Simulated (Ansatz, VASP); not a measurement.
# Two plane-wave programs on CaO

```
Ca O
1.0
     4.08477    0.00000    0.00000
    -2.04238    3.53751    0.00000
     0.00000    0.00000    4.61545
Ca O
2 2
Direct
  0.33333 0.66667 0.75000
  0.66667 0.33333 0.25000
  0.33333 0.66667 0.25000
  0.66667 0.33333 0.75000
```

Change from the starting cell: strain +e along x and -e along y +0.0000, strain +e along z and -e/2 along x and y -0.0400.

Alike in both runs: task single point; functional PBE; k mesh 9 × 9 × 6; occupations gaussian, width 0.05 eV; no spin polarisation.

|  | VASP | Ansatz |
| --- | --- | --- |
| version | VASP 6.6.1 | Ansatz 0.2.0 |
| potentials or method | VASP PAW PBE potentials, release 64 (Ca_sv, O), cutoff 520 eV | scalar-relativistic, plane waves, PAW |
| valence electrons in the cell | 32 | 32 |

Ansatz gave:

* gap on the k mesh at the Fermi level (eV): 2.93
* least direct gap on the mesh (eV): 2.93
* pressure (GPa): 1.2
* traceless stress, the component that is largest in VASP (GPa): 5.71

Estimate VASP's values.

gap on the k mesh at the Fermi level (eV): 2.91; least direct gap on the mesh (eV): 2.91; pressure (GPa): 1.7; traceless stress, the component that is largest in VASP (GPa): 5.97.
